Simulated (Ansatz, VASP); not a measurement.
# Two plane-wave programs on Na

```
CELL_PARAMETERS angstrom
0.00000 2.64983 2.64983
2.64983 0.00000 2.64983
2.64983 2.64983 0.00000
ATOMIC_POSITIONS crystal
Na 0.00000 0.00000 0.00000
```

Alike in both runs: task single point; functional PBE; k mesh 6 × 6 × 6; occupations gaussian, width 0.05 eV; no spin polarisation.

```csv
,VASP,Ansatz
version,VASP 6.6.1,Ansatz 0.2.0
potentials or method,"VASP PAW PBE potentials, release 64 (Na_pv), cutoff 520 eV","scalar-relativistic, plane waves, PAW"
valence electrons in the cell,7,9
```

```csv
,VASP,Ansatz,Ansatz less VASP
gap on the k mesh at the Fermi level (eV),none,none,-
pressure (GPa),0.0,0.0,+0.03
```

A gap of «none» marks a metal or a gap that the smearing closes. VASP's potentials hold 7 valence electrons a cell and Ansatz's 9, so a difference there can come from the potentials and not from the codes.
